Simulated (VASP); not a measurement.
Wanted: the native input for a VASP 6.6.1 run.

```yaml
Task: single point
Functional: r2SCAN
Dispersion: D3(BJ)
Potentials_or_basis: VASP PAW PBE potentials, release 64 (O, H, N)
Cutoff: 520 eV
k_mesh: 1 × 1 × 1
Occupations: fermi-dirac, width 0.02 eV
Spin: no spin polarisation
Dipole_correction: no
Further_INCAR_settings: LREAL = Auto; ALGO = Normal; EDIFF = 1e-06; NBANDS = 67
```

H23NO10:

```
O H N
1.0
     6.47286    0.00000    0.00000
     0.00000    6.47286    0.00000
     0.00000    0.00000    6.47286
O H N
10 23 1
Direct
  0.29227 0.56012 0.30514
  0.08106 0.11398 0.11941
  0.73450 0.27796 0.18806
  0.86435 0.79175 0.90762
  0.38332 0.18553 0.34214
  0.79696 0.57668 0.48995
  0.33387 0.84800 0.58924
  0.13396 0.40223 0.73905
  0.45309 0.89840 0.00574
  0.93858 0.01115 0.43539
  0.37076 0.64531 0.20535
  0.32797 0.41158 0.32999
  0.21961 0.14311 0.03502
  0.03142 0.97882 0.16714
  0.65660 0.37439 0.09895
  0.87247 0.24014 0.11278
  0.77471 0.79007 0.80096
  0.95469 0.90706 0.91229
  0.28683 0.06940 0.29863
  0.53811 0.15801 0.26145
  0.76292 0.65788 0.36344
  0.78526 0.43455 0.46108
  0.34655 0.99071 0.52275
  0.30833 0.74457 0.47503
  0.03787 0.49383 0.70981
  0.15977 0.30677 0.62912
  0.39344 0.86024 0.86527
  0.60854 0.90804 0.02744
  0.98066 0.14575 0.36821
  0.06761 0.94528 0.47092
  0.68599 0.50010 0.79674
  0.64894 0.25318 0.75804
  0.47993 0.40713 0.72700
  0.59848 0.37371 0.83274
```

One way to write it, as run:

POSCAR

```
H23NO10
1.0
    6.4728650000      0.0000000000      0.0000000000
    0.0000000000      6.4728650000      0.0000000000
    0.0000000000      0.0000000000      6.4728650000
O H N
10 23 1
Direct
    0.2922662530      0.5601229131      0.3051353612
    0.0810614774      0.1139835297      0.1194061671
    0.7344970118      0.2779603777      0.1880620096
    0.8643467769      0.7917514115      0.9076197325
    0.3833233043      0.1855283557      0.3421359784
    0.7969577614      0.5766843585      0.4899530579
    0.3338707049      0.8480016191      0.5892444845
    0.1339592283      0.4022330143      0.7390544991
    0.4530914827      0.8983966142      1.0057370268
    0.9385797479      0.0111542570      0.4353868032
    0.3707631783      0.6453093028      0.2053495631
    0.3279691450      0.4115797255      0.3299929784
    0.2196090912      0.1431051011      0.0350231312
    0.0314234887     -0.0211807291      0.1671439154
    0.6566026018      0.3743937190      0.0989515462
    0.8724730085      0.2401409577      0.1127784992
    0.7747110437      0.7900674585      0.8009590807
    0.9546931691      0.9070635646      0.9122853636
    0.2868281665      0.0693973998      0.2986312861
    0.5381079321      0.1580134917      0.2614452796
    0.7629233732      0.6578848779      0.3634403004
    0.7852627855      0.4345525513      0.4610786723
    0.3465544237      0.9907050433      0.5227515173
    0.3083333269      0.7445698311      0.4750292181
    0.0378657673      0.4938307844      0.7098093348
    0.1597746902      0.3067729668      0.6291186360
    0.3934424710      0.8602373138      0.8652737235
    0.6085404222      0.9080368585      1.0274430256
    0.9806631221      0.1457468988      0.3682140752
    1.0676107102     -0.0547207458      0.4709197550
    0.6859868080      0.5001031228      0.7967414738
    0.6489398435      0.2531800061      0.7580414546
    0.4799265858      0.4071303820      0.7270041937
    0.5984830519      0.3737139582      0.8327378989
```

INCAR.step1

```
SYSTEM = H23NO10
  PREC = Accurate
  ENCUT = 520
  ISMEAR = -1
  SIGMA = 0.02
  LREAL = Auto
  LASPH = .TRUE.
  NELM = 100
  NBANDS = 67
  GGA = PE
  ALGO = Normal
  EDIFF = 1E-4
  LWAVE = .TRUE.
  LCHARG = .FALSE.
```

INCAR.step2

```
SYSTEM = H23NO10
  PREC = Accurate
  ENCUT = 520
  EDIFF = 1E-6
  ISMEAR = -1
  SIGMA = 0.02
  LREAL = Auto
  LASPH = .TRUE.
  NELM = 100
  ALGO = Normal
  ISIF = 2
  LWAVE = .FALSE.
  LCHARG = .FALSE.
  METAGGA = R2SCAN
  LMIXTAU = .TRUE.
  IVDW = 12
  VDW_S6 = 1.0
  VDW_S8 = 0.78981345
  VDW_A1 = 0.49484001
  VDW_A2 = 5.73083694
  NBANDS = 67
  ISTART = 1
```

KPOINTS

```
regular mesh
0
G
  1 1 1
  0 0 0
```

Potentials or basis: VASP PAW PBE potentials, release 64 (O, H, N).

Command:

```bash
$ cat potpaw_PBE.64/O/POTCAR potpaw_PBE.64/H/POTCAR potpaw_PBE.64/N/POTCAR > POTCAR
$ cp INCAR.step1 INCAR
$ mpirun -np 1 vasp_gam > vasp.out
$ cp INCAR.step2 INCAR
$ mpirun -np 1 vasp_gam > vasp.out
```

It gave:

| Quantity | Value |
| --- | --- |
| Pressure | 0.5 GPa |
| Largest force | 6.507 eV/Å |
| Band gap on the k mesh | 4.52 eV |
| Dispersion energy per atom | -0.021 eV |

Caveat: the k points lie up to 0.97 Å⁻¹ apart; the PAW data sets were made with another functional, which shifts forces and pressure a little.

It took 69 s on 1 thread of AMD EPYC 9R45 96-Core Processor (Zen 5), on a shared host, peak memory 0.3 GiB.
